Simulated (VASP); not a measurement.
Runs of VASP 6.6.1 on Ge. The structure is that of space group Fm-3m (No. 225), or close to it. The cells are those of the table. 

```tsv
level	spin	cell	k mesh	cutoff (eV)	smearing	gap on the mesh (eV)	pressure (GPa)
PBE	off	a = 2.913 Å, angles 60.0°, 1 atom	10 × 10 × 10	500	gaussian 0.1 eV	none	8.5
PBE	off	a = 2.968 Å, angles 60.0°, 1 atom	4 × 4 × 4	500	tetrahedron	none	15.1
PBE	collinear, zero start	a = 2.968 Å, angles 60.0°, 1 atom	10 × 10 × 10	500	gaussian 0.1 eV	none	3.7
PBE	off	a = 2.968 Å, angles 60.0°, 1 atom	10 × 10 × 10	500	tetrahedron	none	(a)
PBE	off	a = 2.830 Å, angles 60.0°, 1 atom	10 × 10 × 10	500	gaussian 0.1 eV	none	19.0
PBE	off	a = 2.968 Å, angles 60.0°, 1 atom	8 × 8 × 8	500	gaussian 0.1 eV	none	4.3
PBEsol+D4	off	a = 2.968 Å, angles 60.0°, 1 atom	4 × 4 × 4, shifted	500	gaussian 0.043 eV	none	-1.9
PBE	off	a = 2.968 Å, angles 60.0°, 1 atom	10 × 10 × 10	520	gaussian 0.1 eV	none	(b)
PBE	off	a = 2.968 Å, angles 60.0°, 1 atom	4 × 4 × 4	500	gaussian 0.1 eV	none	4.4
RPBE	off	a = 2.968 Å, angles 60.0°, 1 atom	10 × 10 × 10	520	gaussian 0.1 eV	none	(c)
PBE	off	a = 2.968 Å, angles 60.0°, 1 atom	2 × 2 × 2	500	gaussian 0.1 eV	none	-8.8
PBE	off	a = 2.968 Å, angles 60.0°, 1 atom	10 × 10 × 10	500	gaussian 0.1 eV	none	3.7
```

Alike in all rows: task single point; potentials or basis VASP PAW PBE potentials, release 64 (Ge_d).

Q: Fill in the values left out.

A: (a) 6.3; (b) 3.8; (c) 5.4.

Caveats: some runs use coarse meshes; the PAW data sets were made with another functional, which shifts forces and pressure a little (some runs); pairwise dispersion overbinds metals, which lowers pressure and volume (some runs).

A k mesh can miss the band edges, and the runs leave out spin-orbit coupling on Ge.

A gap of «none» marks levels without a gap at the run's occupations.
